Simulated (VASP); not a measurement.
# Tc (P6_3/mmc) in VASP: a series of runs, part 2 of 2

VASP 6.6.1. Earlier steps stand in the parts before.

### Step 3. Single point, PBEsol

File INCAR:

```
SYSTEM = Tc
ALGO = Fast ; EDIFF = 1E-6
ENCUT = 520 ; GGA = PS
ISIF = 2 ; ISMEAR = 0
LASPH = .True. ; LCHARG = .False.
LREAL = .False. ; LWAVE = .False.
NBANDS = 20 ; NELM = 80
PREC = Accurate ; SIGMA = 0.05
```

File KPOINTS:

```
k-points
0
Gamma
  18 18 10
  0 0 0
```

File POSCAR:

```
Tc
1.0
    2.7242149808      0.0000000000      0.0000000000
   -1.3621074904      2.3592393787      0.0000000000
    0.0000000000      0.0000000000      4.3557473420
Tc
2
Direct
    0.3333333333      0.6666666667      0.2500000000
    0.6666666667      0.3333333333      0.7500000000
```

Potentials or basis: VASP PAW PBE potentials, release 64 (Tc_pv).

Command:

```
$ cat potpaw_PBE.64/Tc_pv/POTCAR > POTCAR
$ mpirun -np 1 vasp_std > vasp.out
```

OUTCAR:

```text
SYSTEM = Tc
   EDIFF = 1E-6
   ENCUT = 520
   GGA = PS
   ISIF = 2
   ISMEAR = 0
   LASPH = .True.
   LREAL = .False.
   NELM = 80
   PREC = Accurate

 ion  position               nearest neighbor table
   1  0.333  0.667  0.250-   2 2.69   2 2.69   2 2.69   2 2.69   2 2.69   2 2.69
   2  0.667  0.333  0.750-   1 2.69   1 2.69   1 2.69   1 2.69   1 2.69   1 2.69

  LATTYP: Found a hexagonal cell.
 ALAT       =     2.7242149808
 C/A-ratio  =     1.5989000034

  Lattice vectors:

 A1 = (   2.7242149808,   0.0000000000,   0.0000000000)
 A2 = (  -1.3621074904,   2.3592393787,   0.0000000000)
 A3 = (   0.0000000000,   0.0000000000,   4.3557473420)

Analysis of symmetry for initial positions (statically):
=====================================================================
 Subroutine PRICEL returns:
 Original cell was already a primitive cell.

 Routine SETGRP: Setting up the symmetry group for a
 hexagonal supercell.

 Subroutine GETGRP returns: Found 24 space group operations
 (whereof 12 operations were pure point group operations)
 out of a pool of 24 trial point group operations.

The static configuration has the point symmetry D_3d.
 The point group associated with its full space group is D_6h.

Analysis of symmetry for dynamics (positions and initial velocities):
=====================================================================
 Subroutine PRICEL returns:
 Original cell was already a primitive cell.

 Routine SETGRP: Setting up the symmetry group for a
 hexagonal supercell.

 Subroutine GETGRP returns: Found 24 space group operations
 (whereof 12 operations were pure point group operations)
 out of a pool of 24 trial point group operations.

The dynamic configuration has the point symmetry D_3d.
 The point group associated with its full space group is D_6h.

 Subroutine INISYM returns: Found 24 space group operations
 (whereof 12 operations are pure point group operations),
 and found     1 'primitive' translations

[... 109 lines left out ...]
   ISMEAR =     0;   SIGMA  =   0.05  broadening in eV -4-tet -1-fermi 0-gaus
   EFERMI_NEDOS =   21; number of points for ismear=-14 and -15
   IALGO  =     68    algorithm
   IMIX   =      4    mixing-type and parameters
     AMIX     =   0.40;   BMIX     =  1.00
     AMIX_MAG =   1.60;   BMIX_MAG =  1.00
  volume/ion in A,a.u.               =      14.00        94.46
  Fermi-wavevector in a.u.,A,eV,Ry     =   1.597254  3.018372 34.711451  2.551220
  Thomas-Fermi vector in A             =   2.694889
   LORBIT       =      0    0 simple, 1 ext, 2 COOP (PROOUT), +10 PAW based schemes
   GGA     = PS    functional components
   LHFCALC =     F    Hartree Fock is set to
   AEXX    =    0.0000 exact exchange contribution
   IVDW    =     0    specifies the selected vdW correction
   LEPSILON=     F    determine dielectric tensor
   LRPA    =     F    only Hartree local field effects (RPA)
 non-spin polarized calculation
 RMM-DIIS sequential band-by-band and
 Gauss-broadening in eV      SIGMA  =   0.05
  energy-cutoff  :      520.00
  volume of cell :       27.99
 maximum number of plane-waves:       780
   NGX = 11   NGY = 11   NGZ = 17

 number of electron      26.0000003 magnetization

 Free energy of the ion-electron system (eV)
  ---------------------------------------------------
  ext. energy  EPLUGINS =         0.00000000
  ---------------------------------------------------
  free energy    TOTEN  =       -22.53665194 eV

  energy without entropy =      -22.53453036  energy(sigma->0) =      -22.53559115

 E-fermi :  12.8536     XC(G=0): -14.0715

 val. band max:       12.8522810049   @ k =   0.1667   0.1111   0.1000
 cond. band min:      12.8582929219   @ k =   0.3333   0.3333   0.0000
 fundamental gap:      0.0060119170
 Fermi energy:        12.8535521652

 k-point     1 :       0.0000    0.0000    0.0000
  band No.  band energies     occupation
      1     -26.5635      2.00000
      2     -25.3680      2.00000
      3     -25.3680      2.00000
      4     -25.1644      2.00000
      5     -25.1644      2.00000
      6     -25.1155      2.00000
[... 541 lines left out ...]
     19      24.6352      0.00000
     20      25.2736      0.00000

 [... further k-points ...]

------------------------ aborting loop because EDIFF is reached ----------------------------------------

  FORCE on cell =-STRESS in cart. coord.  units (eV):
  Direction    XX          YY          ZZ          XY          YZ          ZX
  --------------------------------------------------------------------------------------
  -------------------------------------------------------------------------------------
  Total       -0.1151493     -0.1151493     -0.1162610      0.0000000      0.0000000      0.0000000
  in kB       -6.5901597     -6.5901597     -6.6537805      0.0000000      0.0000000      0.0000000
  external PRESSURE =      -6.6113667 kB  Pullay stress =       0.0000000 kB

 VOLUME and BASIS-vectors are now :
 -----------------------------------------------------------------------------
  energy-cutoff  :      520.00
  volume of cell :       27.99
      direct lattice vectors                 reciprocal lattice vectors
     2.724214981  0.000000000  0.000000000     0.367078225  0.211932712  0.000000000
    -1.362107490  2.359239379  0.000000000     0.000000000  0.423865424  0.000000000
     0.000000000  0.000000000  4.355747342     0.000000000  0.000000000  0.229581728

 POSITION                                       TOTAL-FORCE (eV/Angst)
 -----------------------------------------------------------------------------------
     -0.00000      1.57283      1.08894         0.000000     -0.000000      0.000000
      1.36211      0.78641      3.26681        -0.000000      0.000000      0.000000
 -----------------------------------------------------------------------------------
    total drift:                               -0.000000      0.000000     -0.000000

  FREE ENERGIE OF THE ION-ELECTRON SYSTEM (eV)
  ---------------------------------------------------
  free  energy   TOTEN  =       -22.5366519439 eV

  energy  without entropy=      -22.5345303578  energy(sigma->0) =      -22.53559115
```

It took 35 s on 1 thread of Intel Xeon 6975P-C (Granite Rapids), shared host; peak memory 0.2 GiB.

What came out:

- Free energy: -22.5367 eV
- Pressure: -0.7 GPa
- Band gap on the k mesh: zero (band 13 reaches 14.67 eV, above the bottom of band 14 at 11.14 eV)

Caveat: the PAW data sets were made with another functional, which shifts forces and pressure a little.
